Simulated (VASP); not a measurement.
**Os: single point with PBE**

Os:

```
Os
1.0
     2.57005    0.00000    0.00000
    -1.28503    2.50987    0.00000
     0.00000    0.00000    4.31970
Os
2
Direct
  0.33333 0.66667 0.25000
  0.66667 0.33333 0.75000
```

This cell differs from its parent crystal: strain -0.0600 x Voigt [1, -1, 0, 0, 0, 0].

```
Program                : VASP 6.6.1
Task                   : single point
Functional             : PBE
Potentials or basis    : VASP PAW PBE potentials, release 64 (Os)
Cutoff                 : 520 eV
k mesh                 : 18 × 18 × 12
Occupations            : gaussian, width 0.15 eV
Spin                   : no spin polarisation
Dipole correction      : no
Further INCAR settings : ALGO = Fast; EDIFF = 1e-06; NBANDS = 15
```

The pressure is 15.6 GPa and the largest force is 0.294 eV/Å. The band gap on the k mesh is zero (band 8 reaches 11.40 eV, above the bottom of band 9 at 7.95 eV).

Forces in eV/Å, atoms in the order of the input:
```
Os   0.000  0.294  0.000
Os   0.000 -0.294  0.000
```

Stress tensor (GPa, compression positive):
```
 54.48   0.00   0.00
  0.00 -18.35   0.00
  0.00   0.00  10.56
```

Levels at points of the mesh, in eV from the Fermi level:
| k point | band 5 | band 6 | band 7 | band 8 | band 9 | band 10 | band 11 | band 12 |
| --- | --- | --- | --- | --- | --- | --- | --- | --- |
| (0.00, 0.00, 0.00) | -2.81 | -2.02 | -1.73 | -1.13 | -1.03 | -0.03 | 1.24 | 2.11 |
| (0.50, 0.00, 0.00) | -2.64 | -2.40 | -1.50 | 1.76 | 2.29 | 2.50 | 5.05 | 6.50 |
| (0.00, 0.50, 0.00) | -2.84 | -2.81 | -2.55 | 1.82 | 2.40 | 3.03 | 3.72 | 4.94 |
| (0.00, 0.00, 0.50) | -3.73 | -3.73 | -2.11 | -2.11 | 0.46 | 0.46 | 1.39 | 1.39 |
| (0.50, 0.00, 0.50) | -1.58 | -1.58 | 0.04 | 0.04 | 2.03 | 2.03 | 3.82 | 3.82 |
| (0.00, 0.50, 0.50) | -0.72 | -0.72 | -0.43 | -0.43 | 2.22 | 2.22 | 2.92 | 2.92 |

Run time: 94 s on 1 thread of Intel(R) Xeon(R) 6975P-C (Granite Rapids), with other jobs on the host, peak memory 0.33 GiB.

Caveat: the cell differs from its parent crystal (strain -0.0600 x Voigt [1, -1, 0, 0, 0, 0]); spin-orbit coupling is left out, which moves the levels of the heavy elements.
